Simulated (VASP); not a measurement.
A run of VASP 6.6.1 is set up as follows.

File INCAR:

```
PREC     = Accurate       # precision mode
ENCUT    = 520            # plane-wave cutoff, eV
EDIFF    = 1E-6           # SCF threshold, eV
ISMEAR   = 0              # smearing method
SIGMA    = 0.05           # smearing width, eV
LREAL    = False          # projectors in reciprocal space
LASPH    = True           # aspherical terms in the spheres
NELM     = 100            # most SCF steps
ALGO     = Normal         # electronic algorithm
ISIF     = 2              # what is computed and relaxed
LWAVE    = False          # write WAVECAR
LCHARG   = False          # write CHGCAR
GGA      = PE             # functional
NBANDS   = 26             # bands
```

KPOINTS

```
Automatic mesh
0
Gamma
  6 6 6
```

File POSCAR:

```
AlN
1.0
    4.4025164325      0.0000000000      0.0000000000
    0.0000000000     -4.4025164325      0.0000000000
    0.0000000000      0.0000000000     -4.4025164325
Al N
4 4
Direct
   -0.0404747856     -0.1430999769     -0.0404747856
    0.5000000000      0.5000000000      0.0000000000
    0.5000000000      0.0000000000      0.5000000000
    0.0000000000      0.5000000000      0.5000000000
    0.7500000000      0.7500000000      0.7500000000
    0.2500000000      0.2500000000      0.7500000000
    0.2500000000      0.7500000000      0.2500000000
    0.7500000000      0.2500000000      0.2500000000
```

Potentials or basis: VASP PAW PBE potentials, release 64 (Al, N).

Command:

```console
$ cat potpaw_PBE.64/Al/POTCAR potpaw_PBE.64/N/POTCAR > POTCAR
$ mpirun -np 1 vasp_std > vasp.out
```

(1) Estimate the pressure.

(2) Predict the largest force.

(3) Estimate the band gap on the k mesh.

## Answers

(1) 20.1 GPa.

(2) 28.441 eV/Å.

(3) 0.96 eV (least direct gap 1.10 eV).

Caveat: the cell differs from its parent crystal (atom 1 (Al) moved by -0.252 Å along [1 1 0] and +0.630 Å along [0 0 1]); the stress differs along the axes, from -0 to 30 GPa; forces of over 1 eV/Å act on the atoms, so gaps and moduli don't describe the material at rest.
